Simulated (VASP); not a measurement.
Y, 2 atoms in the cell. It takes space group P6_3/mmc (No. 194, hexagonal). The conventional cell has a = 3.672 Å, b = 3.672 Å, c = 5.674 Å, α = 90.00°, β = 90.00°, γ = 120.00°. Y (site symmetry -6m2) has 12 Y at 3.54 to 3.67 Å within 4.7 Å. 

| Quantity | Value |
| --- | --- |
| Program | VASP 6.6.1 |
| Task | relaxation of shape and atoms at fixed volume |
| Functional | r2SCAN |
| Potentials or basis | VASP PAW PBE potentials, release 64 (Y_sv) |
| Cutoff | 600 eV |
| k mesh | 14 × 14 × 8 |
| Occupations | gaussian, width 0.05 eV |
| Spin | no spin polarisation |
| Dipole correction | no |
| Further INCAR settings | ALGO = Normal; EDIFF = 1e-06; IBRION = 2; EDIFFG = -0.01; NSW = 60; ISIF = 4 |

Potentials or basis: VASP PAW PBE potentials, release 64 (Y_sv).

Run with:

```console
$ cat potpaw_PBE.64/Y_sv/POTCAR > POTCAR
$ cp INCAR.step1 INCAR
$ mpirun -np 1 vasp_std > vasp.out
$ cp INCAR.step2 INCAR
$ mpirun -np 1 vasp_std > vasp.out
```

Hardware: 1 thread of Intel Xeon 6975P-C, on a shared host.

Task: How long does it take, and how much memory?

Result: Wall time 9 min on 1 thread of Intel Xeon 6975P-C, on a shared host, peak memory 0.33 GiB. Counts: k points 120, ion steps 1.
